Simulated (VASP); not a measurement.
Runs of VASP 6.6.1 on SiC. The structure is that of space group P6_3mc (No. 186), or close to it. The cells are those of the table. 

```tsv
task	level	cell	k mesh	cutoff (eV)	smearing	grid for exact exchange (PRECFOCK)	share of exact exchange	screening parameter	gap on the mesh (eV)	pressure (GPa)	largest force (eV/Å)
single point	PBEsol	a = 3.076, b = 3.076, c = 10.071 Å, angles 90.0, 90.0, 120.0°, 8 atoms	6 × 6 × 2	520	gaussian 0.1 eV	-	-	-	2.11	(a)	0.01
single point	PBEsol	a = 3.078, b = 3.078, c = 10.076 Å, angles 90.0, 90.0, 120.0°, 8 atoms	12 × 12 × 4	520	gaussian 0.02 eV	-	-	-	2.11	0.4	-
relaxation of cell and atoms	PBEsol	relaxed from a = 3.076, b = 3.076, c = 10.071 Å, angles 90.0, 90.0, 120.0°, 8 atoms	12 × 12 × 4	600	gaussian 0.02 eV	-	-	-	2.11	0.0	-
single point	HSE06	a = 3.078, b = 3.078, c = 10.076 Å, angles 90.0, 90.0, 120.0°, 8 atoms	6 × 6 × 2	520	gaussian 0.01 eV	Fast	0.25	0.2079 1/Å	(b)	-1.6	0.02
single point	r2SCAN	a = 3.078, b = 3.078, c = 10.076 Å, angles 90.0, 90.0, 120.0°, 8 atoms	12 × 12 × 4	520	gaussian 0.02 eV	-	-	-	2.61	-0.2	0.01
```

Alike in all rows: potentials or basis VASP PAW PBE potentials, release 64 (Si, C); no spin polarisation.

Fill in the values left out.

(a) 0.8; (b) 3.15.

Caveats: the PAW data sets were made with another functional, which shifts forces and pressure a little.

A k mesh can miss the band edges.
